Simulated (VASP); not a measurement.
A run of VASP 6.6.1 is set up as follows.

INCAR

```
SYSTEM = Ba5Na4Al2O10
  ALGO = Normal
  EDIFF = 1E-6
  ENCUT = 520
  GGA = PE
  ISIF = 2
  ISMEAR = -1
  ISYM = 0
  LASPH = .True.
  LCHARG = .False.
  LREAL = Auto
  LWAVE = .False.
  NBANDS = 88
  NELM = 80
  PREC = Accurate
  SIGMA = 0.1172
```

File KPOINTS:

```
k-points
0
Gamma
  1 1 1
  0 0 0
```

Contents of POSCAR:

```
Ba5Na4Al2O10
1.0
    6.9327090000     -0.0765500000      0.0671430000
   -0.0765500000      7.2143380000     -0.0554530000
    0.0671430000     -0.0554530000      6.7389310000
Ba O Al Na
5 10 2 4
Direct
    0.7043811048      0.9931297472      0.1589869021
    0.4036494530      0.6485759236      0.8742280112
    0.9673661356      0.7101502069      0.7330486237
    0.4011873599      0.0909322433      0.6683145358
    0.9519858764      0.1613845177      0.6042764153
    0.1851377010      0.1073980965      0.3411155042
    0.7401368571      0.4294283779      0.8483578601
    0.0452505878      0.4721673218      0.4537666040
    0.4441944400      0.6171677685      0.2389735489
    0.2629323518      0.7873120518      0.5701004727
    0.6624572463      0.8591490780      0.7094790000
    0.6719365913      0.2152864094      0.3925698955
    0.3988126683     -0.0397010990     -0.0156575314
    0.0780748513      0.7659206764      0.1671507572
    1.0212821714      0.1059792557      0.9869623118
    0.1767050098     -0.0071787959      0.1296047414
    0.2071136643      0.6462678994      0.3523977707
    0.7266074465      0.5286155390      0.1733246287
    0.0380455345      0.3452392548      0.1336318863
    0.3815098633      0.3443562108      0.2839254280
    0.6737826562      0.4820187494      0.5330481343
```

Potentials or basis: VASP PAW PBE potentials, release 64 (Ba_sv, O, Al, Na_pv).

Launch:

```console
$ cat potpaw_PBE.64/Ba_sv/POTCAR potpaw_PBE.64/O/POTCAR potpaw_PBE.64/Al/POTCAR potpaw_PBE.64/Na_pv/POTCAR > POTCAR
$ mpirun -np 1 vasp_gam > vasp.out
```

Question: What does it give for the pressure?

Answer: 14.1 GPa.

Question: Estimate the largest force.

Answer: 3.446 eV/Å.

Question: Predict the band gap on the k mesh.

Answer: 1.74 eV.

Forces in eV/Å, atoms in the order of the input:
```
Ba   0.410 -1.762 -1.159
Ba   1.466 -1.371 -1.059
Ba  -2.286 -0.357  2.553
Ba   1.791  0.874 -1.159
Ba  -1.706  0.055  1.603
O    0.804  1.575  1.495
O    0.005  0.136  0.401
O    0.776  0.889 -1.300
O   -0.903 -0.184  1.288
O   -0.208 -0.424 -1.532
O    0.665 -0.027 -0.816
O   -1.070  1.789  0.559
O   -1.548  1.033  2.281
O   -0.504 -1.334 -0.125
O   -0.492 -0.530 -2.557
Al   1.470 -2.141 -1.833
Al   0.920  2.603  0.927
Na   0.754 -0.289 -0.615
Na  -0.687  1.000  0.409
Na   0.550 -2.259  0.190
Na  -0.206  0.725  0.449
```

Caveat: the k points lie up to 0.93 Å⁻¹ apart; spin-orbit coupling is left out, which moves the levels of the heavy elements.
